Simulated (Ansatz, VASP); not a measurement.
## HfSi in VASP and in Ansatz

INCAR

```
PREC = Accurate
ENCUT = 520
EDIFF = 1E-7
ISMEAR = 0
SIGMA = 0.1
LREAL = F
LASPH = T
NELM = 60
ALGO = Normal
ISIF = 2
LWAVE = F
LCHARG = F
GGA = PS
NBANDS = 38
```

File KPOINTS:

```
Automatic mesh
0
Gamma
  9 3 12
```

POSCAR

```
HfSi
1.0
    3.7602084210      0.0000000000      0.0000000000
    0.0000000000     12.4409297057      0.0000000000
    0.0000000000     -4.3499871696      2.8524645349
Hf Si
4 4
Direct
    0.7500000000      0.8243564985      0.7752715108
    0.7500000000      0.3243564985      0.0221544830
    0.2500000000      0.1756435015      0.2247284892
    0.2500000000      0.6756435015      0.9778455170
    0.7500000000     -0.0430712311      0.5540971266
    0.7500000000      0.4569287689     -0.2263820511
    0.2500000000      1.0430712311      0.4459028734
    0.2500000000      0.5430712311      1.2263820511
```

Input for Ansatz:

```yaml
crystal:
  lattice:
    - [3.760208421, 0.0, 0.0]
    - [0.0, 12.4409297057, 0.0]
    - [0.0, -4.3499871696, 2.8524645349]
  atoms:
    - { symbol: Hf, position: [0.75, 0.8243564985, 0.7752715108] }
    - { symbol: Hf, position: [0.75, 0.3243564985, 0.022154483] }
    - { symbol: Hf, position: [0.25, 0.1756435015, 0.2247284892] }
    - { symbol: Hf, position: [0.25, 0.6756435015, 0.977845517] }
    - { symbol: Si, position: [0.75, -0.0430712311, 0.5540971266] }
    - { symbol: Si, position: [0.75, 0.4569287689, -0.2263820511] }
    - { symbol: Si, position: [0.25, 1.0430712311, 0.4459028734] }
    - { symbol: Si, position: [0.25, 0.5430712311, 1.2263820511] }
basis:
  ecutwfc: 420
kpoints:
  mp_grid: { grid: [9, 3, 12] }
hamiltonian:
  xc: pbesol
scf:
  occupations: { method: gaussian, width: 0.1 }
output:
  forces: true
  stress: true
  eigenvalues: true
  write_density: true
  write_potential: true
  elf: true
  volumetric_format: npy
```

Alike in both runs: task single point; functional PBEsol; k mesh 9 × 3 × 12; occupations gaussian, width 0.1 eV; no spin polarisation.

```csv
,VASP,Ansatz
version,VASP 6.6.1,Ansatz 0.2.0
potentials or method,"VASP PAW PBE potentials, release 64 (Hf_pv, Si), cutoff 520 eV","scalar-relativistic, plane waves, PAW"
valence electrons in the cell,56,120
```

Ansatz gave:

```
gap on the k mesh at the Fermi level (eV)                     : none
pressure (GPa)                                                : 0.0
traceless stress, the component that is largest in VASP (GPa) : 0.18
rms of the force components (eV/Å)                            : 0.004
```

Problem. Estimate VASP's values.

Solution. gap on the k mesh at the Fermi level (eV): none; pressure (GPa): 0.1; traceless stress, the component that is largest in VASP (GPa): 0.19; rms of the force components (eV/Å): 0.008.

VASP's potentials were made for PBE, not for PBEsol. Atom by atom the forces differ by 0.004 eV/Å (rms over components). A gap of «none» marks a metal or a gap that the smearing closes. With one functional, cell and mesh, what is left measures potentials, basis and numerics. VASP's potentials hold 56 valence electrons a cell and Ansatz's 120, so a difference there can come from the potentials and not from the codes.

Spin-orbit coupling is off throughout.
